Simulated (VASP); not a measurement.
## AgB2: single point with BLYP+D3(BJ)

AgB2:

```xyz
3
Lattice="2.9499 0.0000 0.0000 -1.4749 2.5547 0.0000 0.0000 0.0000 4.0161" Properties=species:S:1:pos:R:3 pbc="T T T"
Ag    0.0000    0.0000    0.0000
B     0.0000    1.7031    2.0081
B     1.4749    0.8516    2.0081
```

This cell differs from its parent crystal: volume scaled by 0.96.

```yaml
Program: VASP 6.6.1
Task: single point
Functional: BLYP
Dispersion: D3(BJ)
Potentials_or_basis: VASP PAW PBE potentials, release 64 (Ag, B)
Cutoff: 520 eV
k_mesh: 10 × 10 × 8
Occupations: gaussian, width 0.05 eV
Spin: no spin polarisation
```

```json
{"Pressure": "6.2 GPa", "Dispersion energy per atom": "-0.754 eV"}
```

Stress tensor (GPa, compression positive):
```
6.15 0.00 0.00
0.00 6.15 0.00
0.00 0.00 6.25
```

Levels at points of the mesh, in eV from the Fermi level:
| k point | band 6 | band 7 | band 8 | band 9 | band 10 | band 11 |
| --- | --- | --- | --- | --- | --- | --- |
| (0.00, 0.00, 0.00) | -4.00 | -3.91 | 1.25 | 1.25 | 1.35 | 8.00 |
| (0.50, 0.00, 0.00) | -3.39 | -2.71 | -1.77 | 2.66 | 3.14 | 4.05 |
| (0.00, 0.00, 0.50) | -4.13 | -4.13 | 0.94 | 0.94 | 7.62 | 9.20 |
| (0.50, 0.00, 0.50) | -3.38 | -2.73 | -2.53 | -0.42 | 1.60 | 7.10 |

Wall time 57 s on 1 thread of Intel Xeon 8259CL, with other jobs on the host, peak memory 0.18 GiB.

Caveat: the PAW data sets were made with another functional, which shifts forces and pressure a little; pairwise dispersion overbinds metals, which lowers pressure and volume.
